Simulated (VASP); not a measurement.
LiC4:

```
CELL_PARAMETERS angstrom
3.71604 -3.71604 0.00000
3.71604 3.71604 0.00000
0.00000 0.00000 3.41593
ATOMIC_POSITIONS crystal
Li 0.00000 0.00000 0.00000
C 0.69500 0.30500 0.00000
C 0.30500 0.69500 0.00000
C 0.80500 0.80500 0.50000
C 0.19500 0.19500 0.50000
```

```yaml
Program: VASP 6.6.1
Task: relaxation of cell and atoms
Functional: PBE
Potentials_or_basis: VASP PAW PBE potentials, release 64 (Li_sv, C)
Cutoff: 600 eV
k_mesh: 4 × 4 × 6
Occupations: gaussian, width 0.1 eV
Spin: no spin polarisation
```

At the start: pressure -14.2 GPa; volume 18.87 Å³/atom.

How do energy, volume and symmetry change on relaxing?

Over 45 steps the energy falls by 2740.7 meV/atom and the volume is 9.57 Å³/atom (-49.3 %); space group Cmmm (No. 65, to 0.05 Å).

The path:
| step | energy change (eV) | largest force (eV/Å) | pressure (GPa) | volume (Å³) |
| --- | --- | --- | --- | --- |
| 1 | 0.0000 | 0.5325 | -14.15 | 94.34 |
| 3 | -2.3449 | 7.6880 | 79.44 | 29.34 |
| 5 | -4.2947 | 5.6848 | 18.33 | 38.43 |
| 7 | -5.7179 | 6.4307 | 9.90 | 39.09 |
| 9 | -5.5736 | 7.1299 | 18.27 | 36.96 |
| 11 | -7.2562 | 4.9648 | 78.34 | 30.70 |
| 13 | -8.2362 | 2.7402 | 51.93 | 32.65 |
| 15 | -10.5181 | 2.4638 | -6.37 | 51.51 |
| 17 | -11.2852 | 4.0697 | -18.25 | 51.99 |
| 19 | 39.8206 | 292.4588 | 204.12 | 53.16 |
| 21 | -10.4218 | 15.6252 | 10.27 | 52.88 |
| 23 | -11.9666 | 3.2257 | -10.91 | 52.71 |
| 25 | -12.1433 | 3.0304 | -6.71 | 51.79 |
| 27 | -12.2945 | 3.1248 | -9.13 | 51.52 |
| 29 | -13.5128 | 2.0793 | -7.50 | 47.80 |
| 31 | -13.5205 | 2.0269 | -7.20 | 47.53 |
| 33 | -13.5875 | 1.4978 | -5.37 | 47.00 |
| 35 | -13.6643 | 0.8139 | 2.94 | 45.83 |
| 37 | -13.6870 | 0.1190 | 1.67 | 46.13 |
| 39 | -13.6929 | 0.2267 | 0.95 | 46.45 |
| 41 | -13.6989 | 0.2208 | 0.57 | 46.97 |
| 43 | -13.7029 | 0.0371 | 0.60 | 47.55 |
| 45 | -13.7035 | 0.0358 | -0.02 | 47.86 |

Final structure:
```
Li C
1.0
     2.59342   -2.99426    0.00000
     2.59342    2.99426    0.00000
     0.00000    0.00000    3.08178
Li C
1 4
Direct
  0.00000 0.00000 0.00000
  0.62378 0.37622 0.00000
  0.37622 0.62378 0.00000
  0.64094 0.64094 0.50000
  0.35906 0.35906 0.50000
```

Caveat: the cutoff is under 1.25 times the usual one of these potentials, so pressure, stress and relaxed cells hold a basis-set (Pulay) error; the volume moved by over 15 % at a fixed basis, so the end points are rough.
